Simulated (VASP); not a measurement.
VO2: single point with LDA

VO2:

```xyz
6
Lattice="4.6188 0.0000 0.0000 0.0000 4.6188 0.0000 0.0000 0.0000 2.9253" Properties=species:S:1:pos:R:3 pbc="T T T"
V     0.0000    0.0000    0.0000
V     2.3094    2.3094    1.4626
O     1.4087    1.4087    0.0000
O     0.9007    3.7182    1.4626
O     3.2101    3.2101    0.0000
O     3.7182    0.9007    1.4626
```

```yaml
Program: VASP 6.6.1
Task: single point
Functional: LDA
Potentials_or_basis: VASP PAW LDA potentials, release 64 (V_sv, O)
Cutoff: 600 eV
k_mesh: 5 × 5 × 8
Occupations: fermi-dirac, width 0.05 eV
Spin: collinear spin, ferromagnetic start
Starting_moments: "[2.0, 2.0, 0.0, 0.0, 0.0, 0.0] μB"
```

* Pressure: -22.0 GPa
* Largest force: 0.102 eV/Å
* Band gap on the k mesh: zero (filled and empty bands overlap)
* Net moment: 1.98 μB per cell
* Site moments: V +1.00; O -0.04 μB
* Valence electrons inside the program's atomic spheres: V 11.45; O 4.98

Forces in eV/Å, atoms in the order of the input:
```
V    0.000  0.000  0.000
V    0.000  0.000  0.000
O   -0.072 -0.072  0.000
O    0.072 -0.072  0.000
O    0.072  0.072  0.000
O   -0.072  0.072  0.000
```

Stress tensor (GPa, compression positive):
```
-18.92   0.00   0.00
  0.00 -18.92   0.00
  0.00   0.00 -28.02
```

Levels at points of the mesh, in eV from the Fermi level:
Spin up:
```tsv
k point	band 22	band 23	band 24	band 25	band 26	band 27	band 28	band 29	band 30	band 31
(0.00, 0.00, 0.00)	-1.86	-1.86	-1.54	-0.85	-0.56	-0.34	-0.34	-0.19	1.51	1.75
(0.00, 0.00, 0.50)	-3.82	-3.07	-3.07	0.30	0.30	0.30	0.30	1.06	1.06	2.63
```
Spin down:
```
           k point  band 20  band 21  band 22  band 23  band 24  band 25  band 26  band 27  band 28  band 29
(0.00, 0.00, 0.00)    -3.48    -2.16    -1.90    -1.90    -1.49     0.05     0.22     0.63     0.63     0.65
(0.00, 0.00, 0.50)    -4.39    -3.72    -3.72    -3.02    -3.02     1.10     1.10     1.21     1.21     1.77
```

Run time: 3.7 min on 1 thread of Intel(R) Xeon(R) Platinum 8259CL CPU @ 2.50GHz (Skylake/Cascade Lake), with other jobs on the host, peak memory 0.25 GiB.

Caveat: the cell stands under tension; semilocal functionals often make such compounds metallic where correlation or magnetic order opens a gap, which also shifts bond lengths. With open d or f shells a metallic result of LDA can be an artefact of self-interaction; +U or a hybrid may open a gap.
